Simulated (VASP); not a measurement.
# TaC35 (a cell with a defect) in VASP: electric field gradients with PBE

Aim: the electric field gradients of TaC35 (a cell with a defect) with PBE.

Program: VASP 6.6.1. These are calculated values, not measurements. Logs are shortened: lines on timing, memory, paths and dates and some standing lists are left out, and cuts for length are marked.

### Step 1. The cell of the first run

The cell holds a defect, 36 atoms: a = 7.410 Å, b = 7.410 Å, c = 6.790 Å, α = 90.00°, β = 90.00°, γ = 120.00°.

### Step 2. Electric field gradients, PBE

Contents of INCAR:

```
SYSTEM = TaC35
  ALGO = Normal
  EDIFF = 1E-8
  ENCUT = 520
  GGA = PE
  ISIF = 2
  ISMEAR = -5
  LASPH = .True.
  LCHARG = .False.
  LEFG = .True.
  LREAL = Auto
  LWAVE = .False.
  NBANDS = 100
  NELECT = 150.0
  NELM = 60
  PREC = Accurate
  SIGMA = 0.1
```

Contents of KPOINTS:

```
k-points
0
Gamma
  3 3 3
  0 0 0
```

Contents of POSCAR:

```
TaC35
1.0
    7.4100000000      0.0000000000      0.0000000000
   -3.7050000000      6.4172482419      0.0000000000
    0.0000000000      0.0000000000      6.7900000000
Ta C
1 35
Direct
    0.0000000000      0.0000000000      0.0000000000
    0.0000000000      0.3333333333      0.0000000000
    0.0000000000      0.6666666667      0.0000000000
    0.3333333333      0.0000000000      0.0000000000
    0.3333333333      0.3333333333      0.0000000000
    0.3333333333      0.6666666667      0.0000000000
    0.6666666667      0.0000000000      0.0000000000
    0.6666666667      0.3333333333      0.0000000000
    0.6666666667      0.6666666667      0.0000000000
    0.0000000000      0.0000000000      0.5000000000
    0.0000000000      0.3333333333      0.5000000000
    0.0000000000      0.6666666667      0.5000000000
    0.3333333333      0.0000000000      0.5000000000
    0.3333333333      0.3333333333      0.5000000000
    0.3333333333      0.6666666667      0.5000000000
    0.6666666667      0.0000000000      0.5000000000
    0.6666666667      0.3333333333      0.5000000000
    0.6666666667      0.6666666667      0.5000000000
    0.1111111111      0.2222222222      0.0050000000
    0.1111111111      0.5555555556      0.0050000000
    0.1111111111      0.8888888889      0.0050000000
    0.4444444444      0.2222222222      0.0050000000
    0.4444444444      0.5555555556      0.0050000000
    0.4444444444      0.8888888889      0.0050000000
    0.7777777778      0.2222222222      0.0050000000
    0.7777777778      0.5555555556      0.0050000000
    0.7777777778      0.8888888889      0.0050000000
    0.2222222222      0.1111111111      0.5050000000
    0.2222222222      0.4444444444      0.5050000000
    0.2222222222      0.7777777778      0.5050000000
    0.5555555556      0.1111111111      0.5050000000
    0.5555555556      0.4444444444      0.5050000000
    0.5555555556      0.7777777778      0.5050000000
    0.8888888889      0.1111111111      0.5050000000
    0.8888888889      0.4444444444      0.5050000000
    0.8888888889      0.7777777778      0.5050000000
```

Potentials or basis: VASP PAW PBE potentials, release 64 (Ta_pv, C).

Command:

```sh
$ cat potpaw_PBE.64/Ta_pv/POTCAR potpaw_PBE.64/C/POTCAR > POTCAR
$ mpirun -np 1 vasp_std > vasp.out
```

OUTCAR:

```text
SYSTEM = TaC35
   EDIFF = 1E-8
   ENCUT = 520
   GGA = PE
   ISIF = 2
   ISMEAR = -5
   LASPH = .True.
   LREAL = Auto
   NELECT = 150.0
   NELM = 60
   PREC = Accurate

 ion  position               nearest neighbor table
   1  0.000  0.000  0.000-  19 1.43  21 1.43  27 1.43   9 2.47   2 2.47   3 2.47   5 2.47   4 2.47
                             7 2.47
   2  0.000  0.333  0.000-  19 1.43  25 1.43  20 1.43   1 2.47
   3  0.000  0.667  0.000-  21 1.43  20 1.43  26 1.43   1 2.47
   4  0.333  0.000  0.000-  22 1.43  21 1.43  24 1.43   1 2.47
   5  0.333  0.333  0.000-  19 1.43  22 1.43  23 1.43   1 2.47
   6  0.333  0.667  0.000-  24 1.43  20 1.43  23 1.43
   7  0.667  0.000  0.000-  25 1.43  27 1.43  24 1.43   1 2.47
   8  0.667  0.333  0.000-  25 1.43  26 1.43  22 1.43
   9  0.667  0.667  0.000-  27 1.43  26 1.43  23 1.43   1 2.47
  10  0.000  0.000  0.500-  36 1.43  34 1.43  28 1.43
  11  0.000  0.333  0.500-  34 1.43  29 1.43  35 1.43
  12  0.000  0.667  0.500-  36 1.43  30 1.43  35 1.43
  13  0.333  0.000  0.500-  30 1.43  28 1.43  31 1.43
  14  0.333  0.333  0.500-  28 1.43  29 1.43  32 1.43
  15  0.333  0.667  0.500-  30 1.43  29 1.43  33 1.43
[... 19 lines left out ...]
  35  0.889  0.444  0.505-  17 1.43  11 1.43  12 1.43
  36  0.889  0.778  0.505-  10 1.43  12 1.43  18 1.43

  LATTYP: Found a hexagonal cell.
 ALAT       =     7.4100000000
 C/A-ratio  =     0.9163292848

  Lattice vectors:

 A1 = (   7.4100000000,   0.0000000000,   0.0000000000)
 A2 = (  -3.7050000000,   6.4172482419,   0.0000000000)
 A3 = (   0.0000000000,   0.0000000000,   6.7900000000)

Analysis of symmetry for initial positions (statically):
=====================================================================
 Subroutine PRICEL returns:
 Original cell was already a primitive cell.

 Routine SETGRP: Setting up the symmetry group for a
 hexagonal supercell.

 Subroutine GETGRP returns: Found  6 space group operations
 (whereof  6 operations were pure point group operations)
 out of a pool of 24 trial point group operations.

The static configuration has the point symmetry C_3v.

Analysis of symmetry for dynamics (positions and initial velocities):
=====================================================================
 Subroutine PRICEL returns:
 Original cell was already a primitive cell.

 Routine SETGRP: Setting up the symmetry group for a
 hexagonal supercell.

 Subroutine GETGRP returns: Found  6 space group operations
 (whereof  6 operations were pure point group operations)
 out of a pool of 24 trial point group operations.

The dynamic configuration has the point symmetry C_3v.

 Subroutine INISYM returns: Found  6 space group operations
 (whereof  6 operations are pure point group operations),
 and found     1 'primitive' translations

----------------------------------------------------------------------------------------

                                     Primitive cell

  volume of cell :     322.8768

  direct lattice vectors                    reciprocal lattice vectors
     7.410000000  0.000000000  0.000000000     0.134952767  0.077915016  0.000000000
    -3.705000000  6.417248242  0.000000000     0.000000000  0.155830032  0.000000000
     0.000000000  0.000000000  6.790000000     0.000000000  0.000000000  0.147275405

  length of vectors
     7.410000000  7.410000000  6.790000000     0.155830032  0.155830032  0.147275405

  position of ions in fractional coordinates (direct lattice)
     0.000000000  0.000000000  0.000000000
     0.000000000  0.333333333  0.000000000
     0.000000000  0.666666667  0.000000000
     0.333333333  0.000000000  0.000000000
     0.333333333  0.333333333  0.000000000
     0.333333333  0.666666667  0.000000000
[... 28 lines left out ...]
     0.888888889  0.444444444  0.505000000
     0.888888889  0.777777778  0.505000000

  ion indices of the primitive-cell ions
   primitive index   ion index
                 1           1
                 2           2
[... 96 lines left out ...]
   ISIF   =      2    stress and relaxation
   ISYM   =      2    0-nonsym 1-usesym 2-fastsym
   POTIM  = 0.5000    time-step for ionic-motion
   TEBEG  =    0.0;   TEEND  =   0.0 temperature during run
   PSTRESS=    0.0 pullay stress
   NELECT =     150.0000    total number of electrons
   NUPDOWN=      -1.0000    fix difference up-down
   EMIN   =  10.00;   EMAX   =-10.00  energy-range for DOS
   EFERMI =   0.00;   METHOD = LEGACY
   ISMEAR =    -5;   SIGMA  =   0.10  broadening in eV -4-tet -1-fermi 0-gaus
   EFERMI_NEDOS =   21; number of points for ismear=-14 and -15
   IALGO  =     38    algorithm
   IMIX   =      4    mixing-type and parameters
     AMIX     =   0.40;   BMIX     =  1.00
     AMIX_MAG =   1.60;   BMIX_MAG =  1.00
  volume/ion in A,a.u.               =       8.97        60.52
  Fermi-wavevector in a.u.,A,eV,Ry     =   1.267923  2.396028 21.873127  1.607629
  Thomas-Fermi vector in A             =   2.401045
   LORBIT       =      0    0 simple, 1 ext, 2 COOP (PROOUT), +10 PAW based schemes
   GGA     = PE    functional components
   LHFCALC =     F    Hartree Fock is set to
   AEXX    =    0.0000 exact exchange contribution
   IVDW    =     0    specifies the selected vdW correction
   LEPSILON=     F    determine dielectric tensor
   LRPA    =     F    only Hartree local field effects (RPA)
 non-spin polarized calculation
 Fermi weights with tetrahedron method with Bloechl corrections
  energy-cutoff  :      520.00
  volume of cell :      322.88
 maximum number of plane-waves:      8719
 NGX is ok and might be reduce to    56
   NGX = 27   NGY = 27   NGZ = 25

 number of electron     149.9999998 magnetization

 Free energy of the ion-electron system (eV)
  ---------------------------------------------------
  ext. energy  EPLUGINS =         0.00000000
  ---------------------------------------------------
  free energy    TOTEN  =      -302.59524811 eV

  energy without entropy =     -302.59524811  energy(sigma->0) =     -302.59524811

 E-fermi :   4.6853     XC(G=0): -10.3452

 val. band max:        4.6831983387   @ k =   0.0000   0.0000   0.0000
 cond. band min:       4.6855725927   @ k =   0.0000   0.0000   0.0000
 fundamental gap:      0.0023742540
 Fermi energy:         4.6852510530

 k-point     1 :       0.0000    0.0000    0.0000
  band No.  band energies     occupation
      1     -30.3986      2.00000
      2     -30.3986      2.00000
      3     -27.6239      2.00000
      4     -14.7577      2.00000
      5     -14.3646      2.00000
      6     -12.2634      2.00000
[... 619 lines left out ...]
     86       8.7096      0.00000
     87       8.7300      0.00000
 [bands above 87 left out]

------------------------ aborting loop because EDIFF is reached ----------------------------------------

  FORCE on cell =-STRESS in cart. coord.  units (eV):
  Direction    XX          YY          ZZ          XY          YZ          ZX
  --------------------------------------------------------------------------------------
  -------------------------------------------------------------------------------------
  Total      107.4035396    107.4035396     -6.5693590     -0.0000000     -0.0000000      0.0000000
  in kB      532.9572258    532.9572258    -32.5984352     -0.0000000     -0.0000000      0.0000000
  external PRESSURE =     344.4386722 kB  Pullay stress =       0.0000000 kB

 VOLUME and BASIS-vectors are now :
 -----------------------------------------------------------------------------
  energy-cutoff  :      520.00
  volume of cell :      322.88
      direct lattice vectors                 reciprocal lattice vectors
     7.410000000  0.000000000  0.000000000     0.134952767  0.077915016  0.000000000
    -3.705000000  6.417248242  0.000000000     0.000000000  0.155830032  0.000000000
     0.000000000  0.000000000  6.790000000     0.000000000  0.000000000  0.147275405

 POSITION                                       TOTAL-FORCE (eV/Angst)
 -----------------------------------------------------------------------------------
      0.00000      0.00000      0.00000         0.000000      0.000000     -4.785107
     -1.23500      2.13908      0.00000        -1.098649      1.739937      0.578388
     -2.47000      4.27817      0.00000         0.957505     -1.821426      0.578388
      2.47000      0.00000      0.00000         2.056154      0.081489      0.578388
      1.23500      2.13908      0.00000         1.098649      1.739937      0.578388
     -0.00000      4.27817      0.00000         0.000000      0.000000      0.595412
[... 28 lines left out ...]
      4.94000      2.85211      3.42895        -0.106261     -0.061350     -0.564297
      3.70500      4.99119      3.42895         0.000000     -0.382006     -0.528916
 -----------------------------------------------------------------------------------
    total drift:                               -0.000000      0.000000      0.034669

  FREE ENERGIE OF THE ION-ELECTRON SYSTEM (eV)
  ---------------------------------------------------
  free  energy   TOTEN  =      -302.5952481120 eV

  energy  without entropy=     -302.5952481120  energy(sigma->0) =     -302.59524811

 Electric field gradients (V/A^2)
---------------------------------------------------------------------
 ion       V_xx      V_yy      V_zz      V_xy      V_xz      V_yz
---------------------------------------------------------------------
   1      57.815    57.815  -115.630     0.000    -0.000     0.000
   2     -27.541   -21.809    49.350     1.238    -2.018     2.373
   3     -22.169   -27.181    49.350    -1.863     1.046    -2.934
   4     -24.315   -25.036    49.350    -3.102     3.064     0.561
   5     -27.541   -21.809    49.350    -1.239     2.018     2.373
   6     -23.681   -23.681    47.363    -0.000     0.000    -0.000
[... 28 lines left out ...]
  35     -17.509   -16.992    34.501    -0.449    -0.011    -0.007
  36     -18.015   -15.949    33.964    -0.000    -0.000     0.136
---------------------------------------------------------------------

 Electric field gradients after diagonalization (V/A^2)
 (convention: |V_zz| > |V_xx| > |V_yy|)
----------------------------------------------------------------------
 ion       V_xx      V_yy      V_zz     asymmetry (V_yy - V_xx)/ V_zz
----------------------------------------------------------------------
   1      57.815    57.814  -115.630       0.000
   2     -27.876   -21.604    49.480       0.127
   3     -27.877   -21.603    49.480       0.127
   4     -27.877   -21.603    49.480       0.127
   5     -27.876   -21.603    49.479       0.127
   6     -23.682   -23.681    47.363       0.000
[... 28 lines left out ...]
  35     -17.768   -16.732    34.501       0.030
  36     -18.015   -15.949    33.964       0.061
----------------------------------------------------------------------

           NMR quadrupolar parameters

 Cq : quadrupolar parameter    Cq=e*Q*V_zz/h
 eta: asymmetry parameters     (V_yy - V_xx)/ V_zz
 Q  : nuclear electric quadrupole moment in mb (millibarn)
----------------------------------------------------------------------
 ion       Cq(MHz)       eta       Q (mb)
----------------------------------------------------------------------
   1      -0.280       0.000       1.000
   2       0.120       0.127       1.000
   3       0.120       0.127       1.000
   4       0.120       0.127       1.000
   5       0.120       0.127       1.000
   6       0.115       0.000       1.000
[... 28 lines left out ...]
  35       0.083       0.030       1.000
  36       0.082       0.061       1.000
----------------------------------------------------------------------
```

Run time: 6.1 min. Hardware: 1 thread of Intel Xeon Platinum 8259CL at 2.50GHz (Skylake/Cascade Lake), shared host; peak memory 0.45 GiB.

What came out:

```
Free energy                             : -302.5952 eV
Largest force                           : 44.484 eV/Å
Largest electric field gradient by atom : Ta -115.6; C +49.5, +47.4, +37.6, +31.6, +31.5, +28.5, +29.9, -17.0, +17.1, +34.0, +35.3, +34.5 (each value once) V/Å²
```

Forces on the atoms (eV/Å):
```
Ta    0.000   0.000  -4.785
C    -1.099   1.740   0.578
C     0.958  -1.821   0.578
C     2.056   0.081   0.578
C     1.099   1.740   0.578
C     0.000   0.000   0.595
C    -2.056   0.081   0.578
C     0.000   0.000   0.526
C    -0.958  -1.821   0.578
C     0.000   0.000   0.535
C    -0.025   0.029   0.571
C     0.012  -0.036   0.571
C     0.037   0.007   0.571
C     0.025   0.029   0.571
C     0.000   0.000   0.567
C    -0.037   0.007   0.571
C     0.000   0.000   0.563
C    -0.012  -0.036   0.571
C     0.000  44.464   1.354
C    -0.546  -0.315  -0.763
C    38.507 -22.232   1.354
C     0.596   0.344  -0.553
C     0.546  -0.315  -0.763
C     0.000   0.631  -0.763
C    -0.596   0.344  -0.553
C     0.000  -0.688  -0.553
C   -38.507 -22.232   1.354
C     0.331   0.191  -0.529
C     0.000   0.063  -0.577
C     0.055  -0.032  -0.577
C     0.000   0.123  -0.564
C     0.106  -0.061  -0.564
C    -0.055  -0.032  -0.577
C    -0.331   0.191  -0.529
C    -0.106  -0.061  -0.564
C     0.000  -0.382  -0.529
```

Electric field gradients, principal values (V/Å²):
```
atom    least   middle  greatest (by size)
1 Ta   57.814   57.815            -115.630
 2 C  -21.604  -27.876              49.480
 3 C  -21.603  -27.877              49.480
 4 C  -21.603  -27.877              49.480
 5 C  -21.603  -27.876              49.479
 6 C  -23.681  -23.682              47.363
 7 C  -21.604  -27.876              49.480
 8 C  -18.807  -18.807              37.615
 9 C  -21.603  -27.876              49.479
10 C  -15.791  -15.794              31.585
11 C  -15.212  -16.310              31.522
12 C  -15.211  -16.311              31.522
13 C  -15.211  -16.311              31.522
14 C  -15.212  -16.310              31.522
15 C  -14.263  -14.263              28.526
16 C  -15.212  -16.310              31.522
17 C  -14.952  -14.952              29.904
18 C  -15.212  -16.310              31.522
19 C    3.992   13.045             -17.037
20 C  -13.774  -14.762              28.535
21 C    3.991   13.046             -17.037
22 C   -6.400  -10.717              17.117
23 C  -13.773  -14.763              28.536
24 C  -13.774  -14.762              28.535
25 C   -6.402  -10.716              17.117
26 C   -6.400  -10.717              17.117
27 C    3.992   13.045             -17.037
28 C  -15.949  -18.015              33.964
29 C  -17.327  -17.934              35.261
30 C  -17.329  -17.933              35.261
31 C  -16.732  -17.768              34.501
32 C  -16.733  -17.768              34.501
33 C  -17.327  -17.934              35.261
34 C  -15.949  -18.015              33.964
35 C  -16.732  -17.768              34.501
36 C  -15.949  -18.015              33.964
```

Caveat: the cell carries a net charge on a neutralising background, which shifts energy and pressure; the cell is charged against a uniform background, so pressure and absolute levels hang on convention; atoms lie so close that the PAW spheres overlap strongly, which falsifies energies and pressures; without QUAD_EFG the Cq values of the log hold for a quadrupole moment of 1 mb, not for the nuclei; spin-orbit coupling is left out, which moves the levels of the heavy elements.
